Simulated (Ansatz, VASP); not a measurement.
**Two plane-wave programs on TlSnCl3**

```
CELL_PARAMETERS angstrom
5.51736 0.00000 0.00000
0.00000 5.51736 0.00000
0.00000 0.00000 5.40701
ATOMIC_POSITIONS crystal
Tl 0.00000 0.00000 0.00000
Sn 0.50000 0.50000 0.50000
Cl 0.50000 0.50000 0.00000
Cl 0.50000 0.00000 0.50000
Cl 0.00000 0.50000 0.50000
```

Change from the starting cell: uniaxial_z strain -2.0%.

Alike in both runs: task single point; functional PBE; k mesh 6 × 6 × 6; occupations fermi-dirac, width 0.02 eV; no spin polarisation.

|  | VASP | Ansatz |
| --- | --- | --- |
| version | VASP 6.6.1 | Ansatz 0.2.0 |
| potentials or method | VASP PAW PBE potentials, release 64 (Tl_d, Sn_d, Cl) | plane waves, PAW |
| plane-wave cutoff (eV) | 520 | 420 |
| valence electrons in the cell | 48 | 48 |

|  | VASP | Ansatz | Ansatz less VASP |
| --- | --- | --- | --- |
| pressure (GPa) | 1.4 | 1.4 | +0.05 |
| traceless stress, the component that is largest in VASP (GPa) | 0.74 | 0.74 | 0.000 |

Spin-orbit coupling is off throughout.
